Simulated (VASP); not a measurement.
# PdBrCl in VASP: a series of runs

Runs on PdBrCl. Level: PBE. Tasks: single point.

All numbers are computed with VASP 6.6.1; they aren't measurements. Logs are shortened: lines on timing, memory, paths and dates and some standing lists are left out, and cuts for length are marked.

### Step 1. The cell of the first run

The cell holds a sheet with vacuum, 3 atoms: a = 3.593 Å, b = 3.593 Å, c = 29.507 Å, α = 90.00°, β = 90.00°, γ = 120.00°.

### Step 2. Single point, PBE, collinear spin

The input, INCAR:

```
PREC = Accurate
ENCUT = 520
EDIFF = 1E-7
ISMEAR = 0
SIGMA = 0.1
LREAL = F
LASPH = T
NELM = 150
ALGO = Normal
ISIF = 2
LWAVE = F
LCHARG = F
ISPIN = 2
MAGMOM = 0.98 0.37 0.31
LORBIT = 11
LMAXMIX = 4
LDIPOL = T
IDIPOL = 3
DIPOL = 0.5 0.5 0.287
GGA = PE
NBANDS = 23
```

The input, KPOINTS:

```
regular mesh
0
Gamma
  12 12 1
```

The input, POSCAR:

```
PdBrCl
1.0
    3.5926378836      0.0000000000      0.0000000000
   -1.7963189418      3.1113156738      0.0000000000
    0.0000000000      0.0000000000     29.5065994400
Pd Br Cl
1 1 1
Direct
    0.3333333333      0.6666666667      0.2855143516
    0.0000000000      0.0000000000      0.3420897974
    0.0000000000      0.0000000000      0.2329491002
```

Potentials or basis: VASP PAW PBE potentials, release 64 (Pd, Br, Cl).

Run with:

```bash
cat potpaw_PBE.64/Pd/POTCAR potpaw_PBE.64/Br/POTCAR potpaw_PBE.64/Cl/POTCAR > POTCAR
mpirun -np 1 vasp_std > vasp.out
```

OUTCAR:

```text
PREC = Accurate
   ENCUT = 520
   EDIFF = 1E-7
   ISMEAR = 0
   LREAL = F
   LASPH = T
   NELM = 150
   ISIF = 2
   ISPIN = 2
   LORBIT = 11
   GGA = PE

 ion  position               nearest neighbor table
   1  0.333  0.667  0.286-   3 2.59   3 2.59   3 2.59   2 2.66   2 2.66   2 2.66
   2  0.000  0.000  0.342-   1 2.66   1 2.66   1 2.66
   3  0.000  0.000  0.233-   1 2.59   1 2.59   1 2.59

  LATTYP: Found a hexagonal cell.
 ALAT       =     3.5926378836
 C/A-ratio  =     8.2130736233

  Lattice vectors:

 A1 = (   3.5926378836,   0.0000000000,   0.0000000000)
 A2 = (  -1.7963189418,   3.1113156738,   0.0000000000)
 A3 = (   0.0000000000,   0.0000000000,  29.5065994400)

Analysis of symmetry for initial positions (statically):
=====================================================================
 Subroutine PRICEL returns:
 Original cell was already a primitive cell.

 Routine SETGRP: Setting up the symmetry group for a
 hexagonal supercell.

 Subroutine GETGRP returns: Found  6 space group operations
 (whereof  6 operations were pure point group operations)
 out of a pool of 24 trial point group operations.

The static configuration has the point symmetry C_3v.

Analysis of symmetry for dynamics (positions and initial velocities):
=====================================================================
 Subroutine PRICEL returns:
 Original cell was already a primitive cell.

 Routine SETGRP: Setting up the symmetry group for a
 hexagonal supercell.

 Subroutine GETGRP returns: Found  6 space group operations
 (whereof  6 operations were pure point group operations)
 out of a pool of 24 trial point group operations.

The dynamic configuration has the point symmetry C_3v.

Analysis of structural, dynamic, and magnetic symmetry:
=====================================================================
 Subroutine PRICEL returns:
 Original cell was already a primitive cell.

 Routine SETGRP: Setting up the symmetry group for a
 hexagonal supercell.

 Subroutine GETGRP returns: Found  6 space group operations
 (whereof  6 operations were pure point group operations)
 out of a pool of 24 trial point group operations.

The overall configuration has the point symmetry C_3v.

 Subroutine INISYM returns: Found  6 space group operations
 (whereof  6 operations are pure point group operations),
 and found     1 'primitive' translations

----------------------------------------------------------------------------------------

                                     Primitive cell

  volume of cell :     329.8198

  direct lattice vectors                    reciprocal lattice vectors
     3.592637884  0.000000000  0.000000000     0.278347006  0.160703719  0.000000000
    -1.796318942  3.111315674  0.000000000     0.000000000  0.321407438  0.000000000
     0.000000000  0.000000000 29.506599440     0.000000000  0.000000000  0.033890723

  length of vectors
     3.592637884  3.592637884 29.506599440     0.321407438  0.321407438  0.033890723

  position of ions in fractional coordinates (direct lattice)
     0.333333333  0.666666667  0.285514352
     0.000000000  0.000000000  0.342089797
     0.000000000  0.000000000  0.232949100

  ion indices of the primitive-cell ions
   primitive index   ion index
                 1           1
                 2           2
                 3           3

----------------------------------------------------------------------------------------

 KPOINTS: regular mesh

Automatic generation of k-mesh.
 Grid dimensions read from file:
 generate k-points for:   12   12    1

 Generating k-lattice:

  Cartesian coordinates                     Fractional coordinates (reciprocal lattice)
     0.023195584  0.013391977  0.000000000     0.083333333  0.000000000  0.000000000
     0.000000000  0.026783953  0.000000000     0.000000000  0.083333333  0.000000000
     0.000000000  0.000000000  0.033890723     0.000000000  0.000000000  1.000000000

  Length of vectors
     0.026783953  0.026783953  0.033890723

  Shift w.r.t. Gamma in fractional coordinates (k-lattice)
     0.000000000  0.000000000  0.000000000

 Subroutine IBZKPT returns following result:
 ===========================================

 Found     19 irreducible k-points:

 Following reciprocal coordinates:
            Coordinates               Weight
  0.000000  0.000000  0.000000      1.000000
  0.083333 -0.000000  0.000000      6.000000
  0.166667 -0.000000  0.000000      6.000000
  0.250000 -0.000000  0.000000      6.000000
  0.333333 -0.000000  0.000000      6.000000
  0.416667  0.000000  0.000000      6.000000
[... 11 lines left out ...]
  0.333333  0.250000  0.000000     12.000000
  0.333333  0.333333  0.000000      2.000000
   k-points           NKPTS =     19   k-points in BZ     NKDIM =     19   number of bands    NBANDS=     23
   number of dos      NEDOS =    301   number of ions     NIONS =      3
   total plane-waves  NPLWV = 175616
   dimension x,y,z NGX =    28 NGY =   28 NGZ =  224
   dimension x,y,z NGXF=    56 NGYF=   56 NGZF=  448
   ions per type =               1   1   1
   NGX,Y,Z   is equivalent  to a cutoff of  12.96, 12.96, 12.62 a.u.
   NGXF,Y,Z  is equivalent  to a cutoff of  25.91, 25.91, 25.24 a.u.
 SYSTEM =  unknown system
   PREC   = accura    normal or accurate (medium, high low for compatibility)
   ISTART =      0    job   : 0-new  1-cont  2-samecut
   ICHARG =      2    charge: 1-file 2-atom 10-const
   ISPIN  =      2    spin polarized calculation?
   LNONCOLLINEAR =      F non collinear calculations
   LSORBIT =      F    spin-orbit coupling
   LASPH  =      T    aspherical Exc in radial PAW
   ENCUT  =  520.0 eV  38.22 Ry    6.18 a.u.   6.68  6.68 54.86*2*pi/ulx,y,z
   NELM   =    150;   NELMIN=  2; NELMDL= -5     # of ELM steps
   EDIFF  = 0.1E-06   stopping-criterion for ELM
   LREAL  =      F    real-space projection
   EDIFFG = 0.1E-05   stopping-criterion for IOM
   NSW    =      0    number of steps for IOM
   IBRION =     -1    ionic relax: 0-MD 1-quasi-New 2-CG
   NFREE  =      0    steps in history (QN), initial steepest desc. (CG)
   ISIF   =      2    stress and relaxation
   ISYM   =      2    0-nonsym 1-usesym 2-fastsym
   POTIM  = 0.5000    time-step for ionic-motion
   TEBEG  =    0.0;   TEEND  =   0.0 temperature during run
   PSTRESS=    0.0 pullay stress
   NELECT =      24.0000    total number of electrons
   NUPDOWN=      -1.0000    fix difference up-down
   EMIN   =  10.00;   EMAX   =-10.00  energy-range for DOS
   EFERMI =   0.00;   METHOD = LEGACY
   ISMEAR =     0;   SIGMA  =   0.10  broadening in eV -4-tet -1-fermi 0-gaus
   EFERMI_NEDOS =   21; number of points for ismear=-14 and -15
   IALGO  =     38    algorithm
   IMIX   =      4    mixing-type and parameters
     AMIX     =   0.40;   BMIX     =  1.00
     AMIX_MAG =   1.60;   BMIX_MAG =  1.00
  volume/ion in A,a.u.               =     109.94       741.91
  Fermi-wavevector in a.u.,A,eV,Ry     =   0.683470  1.291572  6.355713  0.467132
  Thomas-Fermi vector in A             =   1.762843
   LORBIT       =     11    0 simple, 1 ext, 2 COOP (PROOUT), +10 PAW based schemes
   GGA     = PE    functional components
   LHFCALC =     F    Hartree Fock is set to
   AEXX    =    0.0000 exact exchange contribution
   IVDW    =     0    specifies the selected vdW correction
   LEPSILON=     F    determine dielectric tensor
   LRPA    =     F    only Hartree local field effects (RPA)
 spin polarized calculation
 Gauss-broadening in eV      SIGMA  =   0.10
  energy-cutoff  :      520.00
  volume of cell :      329.82
 maximum number of plane-waves:      8941
 NGX is ok and might be reduce to    28
   NGX = 13   NGY = 13   NGZ =109

 number of electron      23.9999998 magnetization       1.9290370

 dipolmoment           0.000000      0.000000     -0.050068 electrons x Angstroem

 Free energy of the ion-electron system (eV)
  ---------------------------------------------------
  ext. energy  EPLUGINS =         0.00000000
  ---------------------------------------------------
  free energy    TOTEN  =        -8.65860016 eV

  energy without entropy =       -8.64128233  energy(sigma->0) =       -8.64994124

 E-fermi :  -4.2300     XC(G=0):  -2.3402

 val. band max:       -4.2417907829   @ k =   0.0833   0.0833   0.0000
 cond. band min:      -4.2241971238   @ k =   0.0833  -0.0000   0.0000
 fundamental gap:      0.0175936591
 Fermi energy:        -4.2299902582

 spin component 1

 k-point     1 :       0.0000    0.0000    0.0000
  band No.  band energies     occupation
      1     -19.7883      1.00000
      2     -19.1722      1.00000
      3      -9.3464      1.00000
      4      -7.7021      1.00000
      5      -7.7021      1.00000
      6      -7.4984      1.00000
[... 467 lines left out ...]
      6      -8.1480      1.00000
[... 15 lines left out ...]
     22       6.4375      0.00000
     23       6.8198      0.00000
 Fermi energy:        -4.2299902582

 spin component 2

 k-point     1 :       0.0000    0.0000    0.0000
  band No.  band energies     occupation
      1     -19.3891      1.00000
      2     -18.7689      1.00000
      3      -9.0764      1.00000
      4      -7.2641      1.00000
      5      -7.2641      1.00000
      6      -6.6992      1.00000
[... 483 lines left out ...]
     22       6.5259      0.00000
     23       6.8444      0.00000

------------------------ aborting loop because EDIFF is reached ----------------------------------------

 vacuum level on the upper side and lower side of the slab       (xc-potential included)        -0.399         0.397

  FORCE on cell =-STRESS in cart. coord.  units (eV):
  Direction    XX          YY          ZZ          XY          YZ          ZX
  --------------------------------------------------------------------------------------
  -------------------------------------------------------------------------------------
  Total        0.7805803      0.7805803      0.7929262      0.0000000      0.0000000      0.0000000
  in kB        3.7918529      3.7918529      3.8518261      0.0000000      0.0000000      0.0000000
  external PRESSURE =       3.8118440 kB  Pullay stress =       0.0000000 kB

 VOLUME and BASIS-vectors are now :
 -----------------------------------------------------------------------------
  energy-cutoff  :      520.00
  volume of cell :      329.82
      direct lattice vectors                 reciprocal lattice vectors
     3.592637884  0.000000000  0.000000000     0.278347006  0.160703719  0.000000000
    -1.796318942  3.111315674  0.000000000     0.000000000  0.321407438  0.000000000
     0.000000000  0.000000000 29.506599440     0.000000000  0.000000000  0.033890723

 POSITION                                       TOTAL-FORCE (eV/Angst)
 -----------------------------------------------------------------------------------
     -0.00000      2.07421      8.42456         0.000000      0.000000     -0.132363
      0.00000      0.00000     10.09391        -0.000000     -0.000000      0.316265
      0.00000      0.00000      6.87354        -0.000000     -0.000000     -0.183902
 -----------------------------------------------------------------------------------
    total drift:                               -0.000000      0.000000      0.000283

  FREE ENERGIE OF THE ION-ELECTRON SYSTEM (eV)
  ---------------------------------------------------
  free  energy   TOTEN  =        -8.6586001577 eV

  energy  without entropy=       -8.6412823301  energy(sigma->0) =       -8.64994124

 vacuum level on the upper side and lower side of the slab         1.550         2.360

 total charge

# of ion       s       p       d       tot
------------------------------------------
    1        0.313   0.345   8.409   9.067
    2        1.625   3.142   0.034   4.801
    3        1.611   3.427   0.000   5.037
--------------------------------------------------
tot          3.549   6.914   8.443  18.906

 magnetization (x)

# of ion       s       p       d       tot
------------------------------------------
    1       -0.003  -0.004   1.025   1.017
    2        0.020   0.370   0.003   0.393
    3        0.012   0.299   0.000   0.311
--------------------------------------------------
tot          0.029   0.665   1.027   1.721
```

Wall time 15 min (1 thread of Intel Xeon 8259CL, shared host); peak memory 0.74 GiB.

What came out:

```yaml
Free_energy: -8.6586 eV
Largest_force: 0.316 eV/Å
Net_moment: 1.93 μB per cell
Site_moments: Pd +1.02; Br +0.39; Cl +0.31 μB
Valence_electrons_inside_the_program's_atomic_spheres: Pd 9.07; Br 4.80; Cl 5.04
```

Forces on the atoms (eV/Å):
```
Pd   0.000  0.000 -0.132
Br   0.000  0.000  0.316
Cl   0.000  0.000 -0.184
```

### Step 3. Single point, PBE, collinear spin

This run uses another cell than the first one.

The input, INCAR:

```
  PREC = Accurate
  ENCUT = 520
  EDIFF = 1E-6
  ISMEAR = 0
  SIGMA = 0.1
  LREAL = False
  LASPH = True
  NELM = 150
  ALGO = Normal
  ISIF = 2
  LWAVE = False
  LCHARG = False
  ISPIN = 2
  MAGMOM = 0.98 0.37 0.31
  LORBIT = 11
  LMAXMIX = 4
  LDIPOL = True
  IDIPOL = 3
  DIPOL = 0.5 0.5 0.287
  GGA = PE
  NBANDS = 23
```

KPOINTS is that of step 2.

The input, POSCAR:

```
PdBrCl
1.0
    3.6331870352      0.0000000000      0.0000000000
   -1.8165935176      3.1464322692      0.0000000000
    0.0000000000      0.0000000000     29.5065994400
Pd Br Cl
1 1 1
Direct
    0.3333333333      0.6666666667      0.2840879048
    0.0000000000      0.0000000000      0.3436203934
    0.0000000000      0.0000000000      0.2328449510
```

Potentials or basis: VASP PAW PBE potentials, release 64 (Pd, Br, Cl).

Run with:

```bash
cat potpaw_PBE.64/Pd/POTCAR potpaw_PBE.64/Br/POTCAR potpaw_PBE.64/Cl/POTCAR > POTCAR
mpirun -np 1 vasp_std > vasp.out
```

Wall time 12 min (1 thread of Intel Xeon 8259CL, shared host); peak memory 0.72 GiB.

Results (log left out):

```yaml
Free_energy: -8.6774 eV
Largest_force: 0.015 eV/Å
Band_gap_on_the_k_mesh: zero (filled and empty bands overlap)
Net_moment: 2.00 μB per cell
Site_moments: Pd +1.06; Br +0.40; Cl +0.33 μB
Valence_electrons_inside_the_program's_atomic_spheres: Pd 9.01; Br 4.79; Cl 5.03
```

Forces on the atoms (eV/Å):
```
Pd   0.000  0.000 -0.010
Br   0.000  0.000 -0.006
Cl   0.000  0.000  0.015
```

Levels at points of the mesh, in eV from the Fermi level:
Spin up:
| k point | band 11 | band 12 | band 13 | band 14 | band 15 | band 16 |
| --- | --- | --- | --- | --- | --- | --- |
| (0.00, 0.00, 0.00) | -0.63 | -0.23 | -0.23 | 3.33 | 5.47 | 5.97 |
| (0.50, 0.00, 0.00) | -1.15 | -0.32 | -0.15 | 4.66 | 6.14 | 7.46 |
Spin down:
| k point | band 9 | band 10 | band 11 | band 12 | band 13 | band 14 |
| --- | --- | --- | --- | --- | --- | --- |
| (0.00, 0.00, 0.00) | -1.39 | 0.11 | 0.11 | 0.31 | 0.31 | 3.55 |
| (0.50, 0.00, 0.00) | -1.55 | -0.67 | -0.65 | 0.55 | 0.73 | 4.95 |
